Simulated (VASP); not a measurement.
# Ta12F in VASP: a series of runs

Runs on Ta12F. Level: LDA. Tasks: single point.

All numbers are computed with VASP 6.6.1; they aren't measurements. Logs are shortened: lines on timing, memory, paths and dates and some standing lists are left out, and cuts for length are marked.

**1. The cell of the first run**

The cell holds a slab with vacuum, 13 atoms: a = 5.634 Å, b = 5.634 Å, c = 21.444 Å, α = 90.00°, β = 90.00°, γ = 109.47°.

**2. Single point, LDA, collinear spin**

Input file INCAR:

```
  ALGO = Normal
  DIPOL = 0.5 0.5 0.307
  EDIFF = 1E-6
  ENCUT = 520
  GGA_COMPAT = False
  IDIPOL = 3
  ISIF = 2
  ISMEAR = 0
  ISPIN = 2
  KPAR = 4
  LASPH = True
  LCHARG = True
  LDIPOL = True
  LMAXMIX = 4
  LORBIT = 11
  LREAL = False
  LVACPOTAV = True
  LVHAR = True
  LWAVE = False
  MAGMOM = 0 0 0 0 0 0 0 0 0 0 0 0 1
  NBANDS = 86
  NELM = 200
  NELMDL = -8
  PREC = Accurate
  SIGMA = 0.1
```

Input file KPOINTS:

```
k-points
0
Gamma
  5 5 1
```

Input file POSCAR:

```
Ta12F
1.0
    5.6341016702      0.0000000000      0.0000000000
   -1.8780338901      5.3118819959      0.0000000000
    0.0000000000      0.0000000000     21.4444204585
Ta F
12 1
Direct
    0.2500000000      0.2500000000      0.1865287060
    0.2500000000      0.7500000000      0.1865287060
    0.7500000000      0.2500000000      0.1865287060
    0.7500000000      0.7500000000      0.1865287060
    0.0000000000      0.0000000000      0.2901575821
    0.0000000000      0.5000000000      0.2901575821
    0.5000000000      0.0000000000      0.2901575821
    0.5000000000      0.5000000000      0.2901575821
    0.2500000000      0.2500000000      0.3937817054
    0.2500000000      0.7500000000      0.3937817054
    0.7500000000      0.2500000000      0.3937817054
    0.7500000000      0.7500000000      0.3937817054
    0.4166666667      0.4166666667      0.5070978943
```

Potentials or basis: VASP PAW LDA potentials, release 64 (Ta_pv, F).

Launch:

```
$ cat potpaw_LDA.64/Ta_pv/POTCAR potpaw_LDA.64/F/POTCAR > POTCAR
$ mpirun -np 4 vasp_std > vasp.out
```

OUTCAR:

```text
EDIFF = 1E-6
   ENCUT = 520
   ISIF = 2
   ISMEAR = 0
   ISPIN = 2
   LASPH = True
   LORBIT = 11
   LREAL = False
   NELM = 200
   NELMDL = -8
   PREC = Accurate

 ion  position               nearest neighbor table
   1  0.250  0.250  0.187-   5 2.75   8 2.75   3 2.82   3 2.82   2 2.82   2 2.82   7 3.20   6 3.20
                             4 3.25   4 3.25
   2  0.250  0.750  0.187-   6 2.75   7 2.75   4 2.82   4 2.82   1 2.82   1 2.82   5 3.20   8 3.20
                             3 3.25   3 3.25
   3  0.750  0.250  0.187-   6 2.75   7 2.75   1 2.82   1 2.82   4 2.82   4 2.82   5 3.20   8 3.20
                             2 3.25   2 3.25
   4  0.750  0.750  0.187-   5 2.75   8 2.75   2 2.82   2 2.82   3 2.82   3 2.82   7 3.20   6 3.20
                             1 3.25   1 3.25
   5  0.000  0.000  0.290-   9 2.75  12 2.75   1 2.75   4 2.75   7 2.82   7 2.82   6 2.82   6 2.82
                            11 3.20  10 3.20   3 3.20   2 3.20   8 3.25   8 3.25
   6  0.000  0.500  0.290-  10 2.75  11 2.75   2 2.75   3 2.75   8 2.82   8 2.82   5 2.82   5 2.82
                             9 3.20  12 3.20   1 3.20   4 3.20   7 3.25   7 3.25
   7  0.500  0.000  0.290-  10 2.75  11 2.75   2 2.75   3 2.75   5 2.82   5 2.82   8 2.82   8 2.82
                             9 3.20  12 3.20   1 3.20   4 3.20   6 3.25   6 3.25
   8  0.500  0.500  0.290-   9 2.75  12 2.75   1 2.75   4 2.75   6 2.82   6 2.82   7 2.82   7 2.82
                            11 3.20  10 3.20   3 3.20   2 3.20   5 3.25   5 3.25
   9  0.250  0.250  0.394-  13 2.66   8 2.75   5 2.75  11 2.82  11 2.82  10 2.82  10 2.82   6 3.20
                             7 3.20  12 3.25  12 3.25
  10  0.250  0.750  0.394-   6 2.75   7 2.75  12 2.82  12 2.82   9 2.82   9 2.82   5 3.20   8 3.20
                            11 3.25  11 3.25
  11  0.750  0.250  0.394-   6 2.75   7 2.75   9 2.82   9 2.82  12 2.82  12 2.82   5 3.20   8 3.20
                            10 3.25  10 3.25
  12  0.750  0.750  0.394-   5 2.75   8 2.75  10 2.82  10 2.82  11 2.82  11 2.82   7 3.20   6 3.20
                             9 3.25   9 3.25
  13  0.417  0.417  0.507-   9 2.66

  LATTYP: Found a base centered orthorhombic cell.
 ALAT       =     6.5057002319
 B/A-ratio  =     1.4142135624
 C/A-ratio  =     3.2962509329

  Lattice vectors:

 A1 = (   5.6341016702,   0.0000000000,   0.0000000000)
 A2 = (  -1.8780338901,   5.3118819959,   0.0000000000)
 A3 = (   0.0000000000,   0.0000000000,  21.4444204585)

Analysis of symmetry for initial positions (statically):
=====================================================================
 Subroutine PRICEL returns:
 Original cell was already a primitive cell.

 Routine SETGRP: Setting up the symmetry group for a
 base centered orthorhombic supercell.

 Subroutine GETGRP returns: Found  2 space group operations
 (whereof  2 operations were pure point group operations)
 out of a pool of  8 trial point group operations.

The static configuration has the point symmetry C_1h.

Analysis of symmetry for dynamics (positions and initial velocities):
=====================================================================
 Subroutine PRICEL returns:
 Original cell was already a primitive cell.

 Routine SETGRP: Setting up the symmetry group for a
 base centered orthorhombic supercell.

 Subroutine GETGRP returns: Found  2 space group operations
 (whereof  2 operations were pure point group operations)
 out of a pool of  8 trial point group operations.

The dynamic configuration has the point symmetry C_1h.

Analysis of structural, dynamic, and magnetic symmetry:
=====================================================================
 Subroutine PRICEL returns:
 Original cell was already a primitive cell.

 Routine SETGRP: Setting up the symmetry group for a
 base centered orthorhombic supercell.

 Subroutine GETGRP returns: Found  2 space group operations
 (whereof  2 operations were pure point group operations)
 out of a pool of  8 trial point group operations.

The overall configuration has the point symmetry C_1h.

 Subroutine INISYM returns: Found  2 space group operations
 (whereof  2 operations are pure point group operations),
 and found     1 'primitive' translations

----------------------------------------------------------------------------------------

[... 107 lines left out ...]
   TEBEG  =    0.0;   TEEND  =   0.0 temperature during run
   PSTRESS=    0.0 pullay stress
   NELECT =     139.0000    total number of electrons
   NUPDOWN=      -1.0000    fix difference up-down
   EMIN   =  10.00;   EMAX   =-10.00  energy-range for DOS
   EFERMI =   0.00;   METHOD = LEGACY
   ISMEAR =     0;   SIGMA  =   0.10  broadening in eV -4-tet -1-fermi 0-gaus
   EFERMI_NEDOS =   21; number of points for ismear=-14 and -15
   IALGO  =     38    algorithm
   IMIX   =      4    mixing-type and parameters
     AMIX     =   0.40;   BMIX     =  1.00
     AMIX_MAG =   1.60;   BMIX_MAG =  1.00
  volume/ion in A,a.u.               =      49.37       333.15
  Fermi-wavevector in a.u.,A,eV,Ry     =   0.983144  1.857873 13.151022  0.966573
  Thomas-Fermi vector in A             =   2.114280
   LORBIT       =     11    0 simple, 1 ext, 2 COOP (PROOUT), +10 PAW based schemes
   GGA     = CA    functional components
   LHFCALC =     F    Hartree Fock is set to
   AEXX    =    0.0000 exact exchange contribution
   IVDW    =     0    specifies the selected vdW correction
   LEPSILON=     F    determine dielectric tensor
   LRPA    =     F    only Hartree local field effects (RPA)
 spin polarized calculation
 Gauss-broadening in eV      SIGMA  =   0.10
  energy-cutoff  :      520.00
  volume of cell :      641.78
 maximum number of plane-waves:     17318
 NGX is ok and might be reduce to    42
   NGX = 21   NGY = 21   NGZ = 79

 dipolmoment           0.000000      0.000000     -0.783785 electrons x Angstroem

 number of electron     138.9999991 magnetization       0.0005876

 dipolmoment           0.000000      0.000000      0.329771 electrons x Angstroem

 Free energy of the ion-electron system (eV)
  ---------------------------------------------------
  ext. energy  EPLUGINS =         0.00000000
  ---------------------------------------------------
  free energy    TOTEN  =      -148.50987884 eV

  energy without entropy =     -148.43104520  energy(sigma->0) =     -148.47046202

 E-fermi :  -1.8624     XC(G=0):  -5.3286

 val. band max:       -1.8857895849   @ k =   0.2000   0.2000   0.0000
 cond. band min:      -1.8522163760   @ k =  -0.4000   0.4000   0.0000
 fundamental gap:      0.0335732088
 Fermi energy:        -1.8623773103

 spin component 1

 k-point     1 :       0.0000    0.0000    0.0000
  band No.  band energies     occupation
      1     -36.3492      1.00000
      2     -36.3319      1.00000
      3     -36.2955      1.00000
      4     -36.2499      1.00000
      5     -36.1837      1.00000
      6     -36.1763      1.00000
[... 745 lines left out ...]
     80      -0.4504      0.00000
     81      -0.3370      0.00000
 Fermi energy:        -1.8623773103

 spin component 2

 k-point     1 :       0.0000    0.0000    0.0000
  band No.  band energies     occupation
      1     -36.3492      1.00000
      2     -36.3319      1.00000
      3     -36.2955      1.00000
      4     -36.2499      1.00000
      5     -36.1837      1.00000
      6     -36.1763      1.00000
[... 745 lines left out ...]
     80      -0.4504      0.00000
     81      -0.3370      0.00000
 [bands above 81 left out]

------------------------ aborting loop because EDIFF is reached ----------------------------------------

  FORCE on cell =-STRESS in cart. coord.  units (eV):
  Direction    XX          YY          ZZ          XY          YZ          ZX
  --------------------------------------------------------------------------------------
  -------------------------------------------------------------------------------------
  Total      -12.1489264    -11.3413182     -6.1715048      1.1421304     -0.4930784     -0.3486591
  in kB      -30.3292080    -28.3130532    -15.4068637      2.8512735     -1.2309464     -0.8704106
  external PRESSURE =     -24.6830417 kB  Pullay stress =       0.0000000 kB

 VOLUME and BASIS-vectors are now :
 -----------------------------------------------------------------------------
  energy-cutoff  :      520.00
  volume of cell :      641.78
      direct lattice vectors                 reciprocal lattice vectors
     5.634101670  0.000000000  0.000000000     0.177490585  0.062752398  0.000000000
    -1.878033890  5.311881996  0.000000000     0.000000000  0.188257194  0.000000000
     0.000000000  0.000000000 21.444420459     0.000000000  0.000000000  0.046632177

 POSITION                                       TOTAL-FORCE (eV/Angst)
 -----------------------------------------------------------------------------------
      0.93902      1.32797      4.00000        -0.044607     -0.063084     -0.083739
     -0.00000      3.98391      4.00000        -0.007922      0.022085     -0.056478
      3.75607      1.32797      4.00000         0.023463     -0.000108     -0.056478
      2.81705      3.98391      4.00000         0.047584      0.067293     -0.054160
      0.00000      0.00000      6.22226        -0.069290     -0.097992     -0.318771
     -0.93902      2.65594      6.22226         0.023227     -0.021311      0.048677
      2.81705      0.00000      6.22226        -0.027835      0.014795      0.048677
      1.87803      2.65594      6.22226         0.021446      0.030330      0.167707
      0.93902      1.32797      8.44442         0.136299      0.192755      2.433937
     -0.00000      3.98391      8.44442        -0.316813      0.130885      0.232766
      3.75607      1.32797      8.44442         0.229003     -0.255066      0.232766
      2.81705      3.98391      8.44442         0.143127      0.202412      0.409941
      1.56503      2.21328     10.87442        -0.157680     -0.222994     -3.004844
 -----------------------------------------------------------------------------------
    total drift:                               -0.000136     -0.000192     -0.000525

  FREE ENERGIE OF THE ION-ELECTRON SYSTEM (eV)
  ---------------------------------------------------
  free  energy   TOTEN  =      -148.5098788438 eV

  energy  without entropy=     -148.4310451963  energy(sigma->0) =     -148.47046202

 vacuum level on the upper side and lower side of the slab         5.165         3.170

 total charge

# of ion       s       p       d       tot
------------------------------------------
    1        0.389   6.100   2.464   8.954
    2        0.389   6.100   2.466   8.955
    3        0.389   6.100   2.466   8.955
    4        0.389   6.099   2.467   8.955
    5        0.387   6.200   2.503   9.091
    6        0.388   6.199   2.497   9.084
    7        0.388   6.199   2.497   9.084
    8        0.389   6.197   2.499   9.085
    9        0.377   6.106   2.428   8.911
   10        0.388   6.090   2.476   8.954
   11        0.388   6.090   2.476   8.954
   12        0.386   6.092   2.471   8.949
   13        1.735   4.190   0.000   5.925
--------------------------------------------------
tot          6.384  77.763  29.710 113.857

 magnetization (x)

# of ion       s       p       d       tot
------------------------------------------
    1        0.000   0.000   0.000   0.000
    2        0.000   0.000   0.000   0.000
    3        0.000   0.000   0.000   0.000
    4       -0.000   0.000   0.000   0.000
    5       -0.000   0.000   0.000   0.000
    6       -0.000   0.000   0.000   0.000
    7       -0.000   0.000   0.000   0.000
    8       -0.000   0.000   0.000   0.000
    9       -0.000   0.000   0.000   0.000
   10        0.000   0.000   0.000   0.000
   11        0.000   0.000   0.000   0.000
   12        0.000   0.000   0.000   0.000
   13        0.000   0.000   0.000   0.000
--------------------------------------------------
tot          0.000   0.000   0.000   0.000
```

Run time: 14 min. Hardware: 4 MPI ranks of Intel Xeon Platinum 8488C (Sapphire Rapids), shared host; peak memory 1 GiB.

Results:

```
Free energy                                           : -148.5099 eV
Largest force                                         : 3.017 eV/Å
Net moment                                            : 0.00 μB per cell
Valence electrons inside the program's atomic spheres : Ta 8.95, 8.96, 9.09, 9.08, 8.91 (each value once); F 5.92
```

Forces on the atoms (eV/Å):
```
Ta  -0.045 -0.063 -0.084
Ta  -0.008  0.022 -0.056
Ta   0.023  0.000 -0.056
Ta   0.048  0.067 -0.054
Ta  -0.069 -0.098 -0.319
Ta   0.023 -0.021  0.049
Ta  -0.028  0.015  0.049
Ta   0.021  0.030  0.168
Ta   0.136  0.193  2.434
Ta  -0.317  0.131  0.233
Ta   0.229 -0.255  0.233
Ta   0.143  0.202  0.410
F   -0.158 -0.223 -3.005
```

Caveat: spin-orbit coupling is left out, which moves the levels of the heavy elements.

(Continued in part 2 of 2.)
